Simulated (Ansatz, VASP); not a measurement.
**CdHC2O3 in VASP and in Ansatz**

```
Cd H C O
1.0
     3.57930    0.00000    0.00000
     0.00000   10.48780    0.00000
    -1.42420    0.00000    8.46442
Cd H C O
4 4 8 12
Direct
  0.21242 0.62437 0.92410
  0.78758 0.12437 0.57590
  0.78758 0.37563 0.07590
  0.21242 0.87563 0.42410
  0.84844 0.63501 0.17971
  0.15156 0.13501 0.32029
  0.15156 0.36499 0.82029
  0.84844 0.86499 0.67971
  0.57209 0.55689 0.59985
  0.42791 0.05689 0.90015
  0.42791 0.44311 0.40015
  0.57209 0.94311 0.09985
  0.34685 0.57514 0.44187
  0.65315 0.07514 0.05813
  0.65315 0.42486 0.55813
  0.34685 0.92486 0.94187
  0.65259 0.62718 0.71973
  0.34741 0.12718 0.78027
  0.34741 0.37282 0.28027
  0.65259 0.87282 0.21973
  0.15878 0.66488 0.37017
  0.84122 0.16488 0.12983
  0.84122 0.33512 0.62983
  0.15878 0.83512 0.87017
  0.77052 0.59369 0.07683
  0.22948 0.09369 0.42317
  0.22948 0.40631 0.92317
  0.77052 0.90631 0.57683
```

Alike in both runs: functional PBE; k mesh 9 × 3 × 4; occupations fermi-dirac, width 0.05 eV; no spin polarisation.

Ansatz relaxed the structure, and its values are those at the end. VASP's run is a single point on that final structure, the one shown.

```csv
,VASP,Ansatz
version,VASP 6.6.1,Ansatz 0.2.0
potentials or method,"VASP PAW PBE potentials, release 64 (Cd, H, C, O)","plane-wave PAW, scalar-relativistic"
plane-wave cutoff (eV),520,420
valence electrons in the cell,156,188
```

|  | VASP | Ansatz | Ansatz less VASP |
| --- | --- | --- | --- |
| gap on the k mesh at the Fermi level (eV) | 1.90 | 1.89 | -0.002 |
| pressure (GPa) | 3.7 | 2.8 | -0.91 |
| rms of the force components (eV/Å) | 0.132 | 0.004 | -0.1275 |

One of these differences is far larger than is usual between the two programs; its cause wasn't traced. VASP's potentials hold 156 valence electrons a cell and Ansatz's 188, so a difference there can come from the potentials and not from the codes. Ansatz's warnings: stress scf threshold loose.

Noted on VASP's run: the standard files for N, O and F lose accuracy on very short bonds.
